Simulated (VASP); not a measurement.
# Sc (Fm-3m) in VASP: further runs

Aim: see how the results for Sc move with the level of theory and the settings. Levels: revPBE, PBE. Tasks: single point.

Everything below comes from runs of VASP 6.6.1. Logs are shortened: lines on timing, memory, paths and dates and some standing lists are left out, and cuts for length are marked.

## Step 1: The cell of the first run

It takes space group Fm-3m (No. 225, cubic). Conventional cell: a = 4.654 Å, b = 4.654 Å, c = 4.654 Å, α = 90.00°, β = 90.00°, γ = 90.00°. Within 4.3 Å of Sc (site symmetry m-3m) lie 12 Sc at 3.29 Å.

## Step 2: Single point, revPBE

Contents of INCAR:

```
SYSTEM = Sc
PREC = Accurate
ENCUT = 500
EDIFF = 1E-6
ISMEAR = 0
SIGMA = 0.1
LREAL = .FALSE.
LASPH = .TRUE.
NELM = 120
ALGO = Normal
ISIF = 2
LWAVE = .FALSE.
LCHARG = .TRUE.
GGA = RE
LELF = .TRUE.
LVHAR = .TRUE.
NBANDS = 12
GGA_COMPAT = .FALSE.
```

Contents of KPOINTS:

```
regular mesh
0
G
  8 8 8
  0 0 0
```

Contents of POSCAR:

```
Sc
1.0
    0.0000000000      2.3268462047      2.3268462047
    2.3268462047      0.0000000000      2.3268462047
    2.3268462047      2.3268462047      0.0000000000
Sc
1
Direct
    0.0000000000      0.0000000000      0.0000000000
```

Potentials or basis: VASP PAW PBE potentials, release 64 (Sc_sv).

The run is started by

```sh
cat potpaw_PBE.64/Sc_sv/POTCAR > POTCAR
mpirun -np 1 vasp_std > vasp.out
```

OUTCAR:

```text
SYSTEM = Sc
   PREC = Accurate
   ENCUT = 500
   EDIFF = 1E-6
   ISMEAR = 0
   LREAL = .FALSE.
   LASPH = .TRUE.
   NELM = 120
   ISIF = 2
   GGA = RE

 ion  position               nearest neighbor table
   1  0.000  0.000  0.000-

  LATTYP: Found a face centered cubic cell.
 ALAT       =     4.6536924094

  Lattice vectors:

 A1 = (   0.0000000000,   2.3268462047,   2.3268462047)
 A2 = (   2.3268462047,   0.0000000000,   2.3268462047)
 A3 = (   2.3268462047,   2.3268462047,   0.0000000000)

Analysis of symmetry for initial positions (statically):
[... 33 lines left out ...]
                                     Primitive cell

  volume of cell :      25.1961

  direct lattice vectors                    reciprocal lattice vectors
     0.000000000  2.326846205  2.326846205    -0.214883132  0.214883132  0.214883132
     2.326846205  0.000000000  2.326846205     0.214883132 -0.214883132  0.214883132
     2.326846205  2.326846205  0.000000000     0.214883132  0.214883132 -0.214883132

  length of vectors
     3.290657460  3.290657460  3.290657460     0.372188502  0.372188502  0.372188502

  position of ions in fractional coordinates (direct lattice)
     0.000000000  0.000000000  0.000000000

  ion indices of the primitive-cell ions
   primitive index   ion index
                 1           1

----------------------------------------------------------------------------------------

 KPOINTS: regular mesh

Automatic generation of k-mesh.
 Grid dimensions read from file:
 generate k-points for:    8    8    8

 Generating k-lattice:

  Cartesian coordinates                     Fractional coordinates (reciprocal lattice)
    -0.026860391  0.026860391  0.026860391     0.125000000  0.000000000  0.000000000
     0.026860391 -0.026860391  0.026860391     0.000000000  0.125000000  0.000000000
     0.026860391  0.026860391 -0.026860391     0.000000000  0.000000000  0.125000000

  Length of vectors
     0.046523563  0.046523563  0.046523563

  Shift w.r.t. Gamma in fractional coordinates (k-lattice)
     0.000000000  0.000000000  0.000000000

 Subroutine IBZKPT returns following result:
 ===========================================

 Found     29 irreducible k-points:

 Following reciprocal coordinates:
            Coordinates               Weight
  0.000000  0.000000  0.000000      1.000000
  0.125000  0.000000  0.000000      8.000000
  0.250000  0.000000  0.000000      8.000000
  0.375000  0.000000  0.000000      8.000000
  0.500000  0.000000  0.000000      4.000000
  0.125000  0.125000  0.000000      6.000000
[... 16 lines left out ...]
  0.500000  0.250000  0.125000     48.000000
 -0.375000  0.250000  0.125000     24.000000
 [... further k-points ...]
   k-points           NKPTS =     29   k-points in BZ     NKDIM =     29   number of bands    NBANDS=     12
   number of dos      NEDOS =    301   number of ions     NIONS =      1
   total plane-waves  NPLWV =  13824
   dimension x,y,z NGX =    24 NGY =   24 NGZ =   24
   dimension x,y,z NGXF=    48 NGYF=   48 NGZF=   48
   ions per type =               1
   NGX,Y,Z   is equivalent  to a cutoff of  12.12, 12.12, 12.12 a.u.
   NGXF,Y,Z  is equivalent  to a cutoff of  24.25, 24.25, 24.25 a.u.
 SYSTEM =  Sc
   PREC   = accura    normal or accurate (medium, high low for compatibility)
   ISTART =      0    job   : 0-new  1-cont  2-samecut
   ICHARG =      2    charge: 1-file 2-atom 10-const
   ISPIN  =      1    spin polarized calculation?
   LNONCOLLINEAR =      F non collinear calculations
   LSORBIT =      F    spin-orbit coupling
   LASPH  =      T    aspherical Exc in radial PAW
   ENCUT  =  500.0 eV  36.75 Ry    6.06 a.u.   6.00  6.00  6.00*2*pi/ulx,y,z
   NELM   =    120;   NELMIN=  2; NELMDL= -5     # of ELM steps
   EDIFF  = 0.1E-05   stopping-criterion for ELM
   LREAL  =      F    real-space projection
   EDIFFG = 0.1E-04   stopping-criterion for IOM
   NSW    =      0    number of steps for IOM
   IBRION =     -1    ionic relax: 0-MD 1-quasi-New 2-CG
   NFREE  =      0    steps in history (QN), initial steepest desc. (CG)
   ISIF   =      2    stress and relaxation
   ISYM   =      2    0-nonsym 1-usesym 2-fastsym
   POTIM  = 0.5000    time-step for ionic-motion
   TEBEG  =    0.0;   TEEND  =   0.0 temperature during run
   PSTRESS=    0.0 pullay stress
   NELECT =      11.0000    total number of electrons
   NUPDOWN=      -1.0000    fix difference up-down
   EMIN   =  10.00;   EMAX   =-10.00  energy-range for DOS
   EFERMI =   0.00;   METHOD = LEGACY
   ISMEAR =     0;   SIGMA  =   0.10  broadening in eV -4-tet -1-fermi 0-gaus
   EFERMI_NEDOS =   21; number of points for ismear=-14 and -15
   IALGO  =     38    algorithm
   IMIX   =      4    mixing-type and parameters
     AMIX     =   0.40;   BMIX     =  1.00
     AMIX_MAG =   1.60;   BMIX_MAG =  1.00
  volume/ion in A,a.u.               =      25.20       170.03
  Fermi-wavevector in a.u.,A,eV,Ry     =   1.241923  2.346894 20.985259  1.542373
  Thomas-Fermi vector in A             =   2.376300
   LORBIT       =      0    0 simple, 1 ext, 2 COOP (PROOUT), +10 PAW based schemes
   GGA     = RE    functional components
   LHFCALC =     F    Hartree Fock is set to
   AEXX    =    0.0000 exact exchange contribution
   IVDW    =     0    specifies the selected vdW correction
   LEPSILON=     F    determine dielectric tensor
   LRPA    =     F    only Hartree local field effects (RPA)
 non-spin polarized calculation
 Gauss-broadening in eV      SIGMA  =   0.10
  energy-cutoff  :      500.00
  volume of cell :       25.20
 maximum number of plane-waves:       652
   NGX = 11   NGY = 11   NGZ = 11

 number of electron      11.0000003 magnetization

 Free energy of the ion-electron system (eV)
  ---------------------------------------------------
  ext. energy  EPLUGINS =         0.00000000
  ---------------------------------------------------
  free energy    TOTEN  =        -5.95027184 eV

  energy without entropy =       -5.93753110  energy(sigma->0) =       -5.94390147

 E-fermi :   3.7115     XC(G=0):  -9.7003

 val. band max:        3.6957572034   @ k =   0.3750   0.2500   0.0000
 cond. band min:       3.7537589300   @ k =  -0.2500   0.3750   0.1250
 fundamental gap:      0.0580017266
 Fermi energy:         3.7115244996

 k-point     1 :       0.0000    0.0000    0.0000
  band No.  band energies     occupation
      1     -45.9097      2.00000
      2     -24.2900      2.00000
      3     -24.2900      2.00000
      4     -24.2900      2.00000
      5      -1.4553      2.00000
      6       5.2574      0.00000
      7       5.2574      0.00000
      8       5.2574      0.00000
      9       6.5936      0.00000
     10       6.5936      0.00000
     11      16.0433      0.00000
     12      19.3762      0.00000

 k-point     2 :       0.1250    0.0000    0.0000
  band No.  band energies     occupation
      1     -45.9020      2.00000
      2     -24.3443      2.00000
      3     -24.2971      2.00000
      4     -24.2971      2.00000
      5      -1.0732      2.00000
      6       4.9887      0.00000
      7       5.3825      0.00000
      8       5.3825      0.00000
      9       6.5163      0.00000
     10       6.5163      0.00000
     11      16.1691      0.00000
     12      17.2400      0.00000

 k-point     3 :       0.2500    0.0000    0.0000
  band No.  band energies     occupation
      1     -45.8833      2.00000
      2     -24.4734      2.00000
      3     -24.3140      2.00000
      4     -24.3140      2.00000
      5      -0.0304      2.00000
      6       4.4277      0.00000
      7       5.4570      0.00000
      8       5.4570      0.00000
      9       6.6376      0.00000
     10       6.6376      0.00000
     11      13.8539      0.00000
     12      16.6055      0.00000

 k-point     4 :       0.3750    0.0000    0.0000
  band No.  band energies     occupation
      1     -45.8646      2.00000
      2     -24.5998      2.00000
      3     -24.3309      2.00000
      4     -24.3309      2.00000
      5       1.2849      2.00000
      6       3.9808      0.00014
      7       5.2621      0.00000
      8       5.2621      0.00000
      9       7.1586      0.00000
     10       7.1586      0.00000
     11      11.3734      0.00000
     12      15.8016      0.00000

 k-point     5 :       0.5000    0.0000    0.0000
  band No.  band energies     occupation
      1     -45.8568      2.00000
      2     -24.6514      2.00000
      3     -24.3379      2.00000
      4     -24.3379      2.00000
      5       1.9633      2.00000
      6       3.8575      0.03893
      7       5.1547      0.00000
      8       5.1547      0.00000
      9       7.4489      0.00000
     10       7.4489      0.00000
     11      10.2489      0.00000
     12      15.4133      0.00000
[... 228 lines left out ...]
      1     -45.8395      2.00000
      2     -24.6286      2.00000
      3     -24.4191      2.00000
      4     -24.4191      2.00000
      5       2.2239      2.00000
      6       3.1088      2.00000
      7       5.5204      0.00000
      8       7.4482      0.00000
      9       7.6688      0.00000
     10       7.6688      0.00000
     11      12.0167      0.00000
     12      12.6626      0.00000

 k-point    22 :       0.3750    0.2500    0.1250
  band No.  band energies     occupation
      1     -45.8694      2.00000
      2     -24.5045      2.00000
      3     -24.3799      2.00000
      4     -24.3361      2.00000
      5       0.8112      2.00000
      6       4.0527      0.00000
      7       4.9993      0.00000
      8       6.1090      0.00000
      9       6.1893      0.00000
     10       7.3366      0.00000
     11      14.1811      0.00000
     12      14.6035      0.00000

 k-point    23 :       0.5000    0.2500    0.1250
  band No.  band energies     occupation
      1     -45.8544      2.00000
      2     -24.5721      2.00000
      3     -24.4195      2.00000
      4     -24.3566      2.00000
      5       2.0309      2.00000
      6       3.7558      0.53092
      7       4.5247      0.00000
      8       5.9078      0.00000
      9       6.9248      0.00000
     10       7.9985      0.00000
     11      11.6123      0.00000
     12      14.1835      0.00000

 k-point    24 :      -0.3750    0.2500    0.1250
  band No.  band energies     occupation
      1     -45.8481      2.00000
      2     -24.6010      2.00000
      3     -24.4320      2.00000
      4     -24.3677      2.00000
      5       2.8080      2.00000
      6       3.3806      2.00000
      7       4.5104      0.00000
      8       5.7846      0.00000
      9       7.3144      0.00000
     10       8.5550      0.00000
     11      10.0553      0.00000
     12      14.5383      0.00000

 [... further k-points ...]
[... 5 lines left out ...]
  --------------------------------------------------------------------------------------
  -------------------------------------------------------------------------------------
  Total        0.0785419      0.0785419      0.0785419      0.0000000      0.0000000      0.0000000
  in kB        4.9943508      4.9943508      4.9943508      0.0000000      0.0000000      0.0000000
  external PRESSURE =       4.9943508 kB  Pullay stress =       0.0000000 kB

 VOLUME and BASIS-vectors are now :
 -----------------------------------------------------------------------------
  energy-cutoff  :      500.00
  volume of cell :       25.20
      direct lattice vectors                 reciprocal lattice vectors
     0.000000000  2.326846205  2.326846205    -0.214883132  0.214883132  0.214883132
     2.326846205  0.000000000  2.326846205     0.214883132 -0.214883132  0.214883132
     2.326846205  2.326846205  0.000000000     0.214883132  0.214883132 -0.214883132

 POSITION                                       TOTAL-FORCE (eV/Angst)
 -----------------------------------------------------------------------------------
      0.00000      0.00000      0.00000        -0.000000     -0.000000     -0.000000
 -----------------------------------------------------------------------------------
    total drift:                                0.000000      0.000000     -0.000000

  FREE ENERGIE OF THE ION-ELECTRON SYSTEM (eV)
  ---------------------------------------------------
  free  energy   TOTEN  =        -5.9502718428 eV

  energy  without entropy=       -5.9375311009  energy(sigma->0) =       -5.94390147
```

Wall time 3 s (1 thread of Intel Xeon 6975P-C (Granite Rapids), shared host); peak memory 0.13 GiB.

What came out:

| Quantity | Value |
| --- | --- |
| Free energy | -5.9503 eV |
| Pressure | 0.5 GPa |

Caveat: the PAW data sets were made with another functional, which shifts forces and pressure a little.

## Step 3: Single point, PBE

Contents of INCAR:

```
PREC     = Accurate       # precision mode
ENCUT    = 500            # plane-wave cutoff, eV
EDIFF    = 1E-6           # SCF threshold, eV
ISMEAR   = -5             # smearing method
SIGMA    = 0.1            # smearing width, eV
LREAL    = False          # projectors in reciprocal space
LASPH    = True           # aspherical terms in the spheres
NELM     = 120            # most SCF steps
ALGO     = Normal         # electronic algorithm
ISIF     = 2              # what is computed and relaxed
LWAVE    = False          # write WAVECAR
LCHARG   = False          # write CHGCAR
GGA      = PE             # functional
NBANDS   = 12             # bands
GGA_COMPAT= False
```

Contents of KPOINTS:

```
Automatic mesh
0
Gamma
  8 8 8
```

POSCAR is that of step 2.

Potentials or basis: VASP PAW PBE potentials, release 64 (Sc_sv).

The run is started by

```sh
cat potpaw_PBE.64/Sc_sv/POTCAR > POTCAR
mpirun -np 1 vasp_std > vasp.out
```

It took 3 s on 1 thread of Intel Xeon 6975P-C (Granite Rapids), shared host; peak memory 0.13 GiB.

It converged, with:

| Property | Result |
| --- | --- |
| Free energy | -6.1994 eV |
| Pressure | -1.2 GPa |

Levels at points of the mesh, in eV from the Fermi level:
| k point | band 1 | band 2 | band 3 | band 4 | band 5 | band 6 | band 7 | band 8 | band 9 | band 10 |
| --- | --- | --- | --- | --- | --- | --- | --- | --- | --- | --- |
| (0.00, 0.00, 0.00) | -49.48 | -27.91 | -27.91 | -27.91 | -5.14 | 1.56 | 1.56 | 1.56 | 2.90 | 2.90 |
| (0.50, 0.00, 0.00) | -49.43 | -28.28 | -27.96 | -27.96 | -1.73 | 0.20 | 1.46 | 1.46 | 3.76 | 3.76 |
| (0.50, 0.50, 0.00) | -49.41 | -28.25 | -28.04 | -28.04 | -1.46 | -0.58 | 1.85 | 3.76 | 3.98 | 3.98 |

Caveat: tetrahedron occupations give inexact forces and stress in metals.

## Step 4: Single point, PBE

Contents of INCAR:

```
SYSTEM = Sc
PREC = Accurate
ENCUT = 500
EDIFF = 1E-6
ISMEAR = -1
SIGMA = 0.1
LREAL = .False.
LASPH = .True.
NELM = 120
ALGO = Normal
ISIF = 2
LWAVE = .False.
LCHARG = .False.
GGA = PE
NBANDS = 12
GGA_COMPAT = .False.
```

Contents of KPOINTS:

```
Automatic mesh
0
Gamma
  8 8 8
  0 0 0
```

POSCAR is that of step 3.

The run is started by

```sh
cat potpaw_PBE.64/Sc_sv/POTCAR > POTCAR
mpirun -np 1 vasp_std > vasp.out
```

Wall time 2.9 s (1 thread of Intel Xeon 6975P-C (Granite Rapids), shared host); peak memory 0.13 GiB.

The run converged. Its results:

| Item | Value |
| --- | --- |
| Free energy | -6.2314 eV |
| Pressure | -0.8 GPa |

Levels at points of the mesh, in eV from the Fermi level:
| k point | band 3 | band 4 | band 5 | band 6 | band 7 | band 8 |
| --- | --- | --- | --- | --- | --- | --- |
| (0.00, 0.00, 0.00) | -27.93 | -27.93 | -5.15 | 1.54 | 1.54 | 1.54 |
| (0.50, 0.00, 0.00) | -27.98 | -27.98 | -1.75 | 0.18 | 1.44 | 1.44 |
| (0.50, 0.50, 0.00) | -28.06 | -28.06 | -1.48 | -0.60 | 1.84 | 3.74 |

## Step 5: Overview

```csv
level,smearing,gap on the mesh (eV),pressure (GPa)
revPBE,gaussian 0.1 eV,none,0.5
PBE,tetrahedron,none,-1.2
PBE,fermi-dirac 0.1 eV,none,-0.8
```

Alike in all rows: task single point; potentials or basis VASP PAW PBE potentials, release 64 (Sc_sv); no spin polarisation; cell as given; k mesh 8 × 8 × 8; cutoff (eV) 500.

Every run on the cell as given and a fine mesh finds a metal. The pressure there spans -1.2 GPa (PBE) to 0.5 GPa (revPBE); a positive pressure means that this level wants a larger cell, a negative one a smaller.

Caveats: the PAW data sets were made with another functional, which shifts forces and pressure a little (some runs); tetrahedron occupations give inexact forces and stress in metals (some runs).

Absolute energies hang on the potentials; compare differences alone.
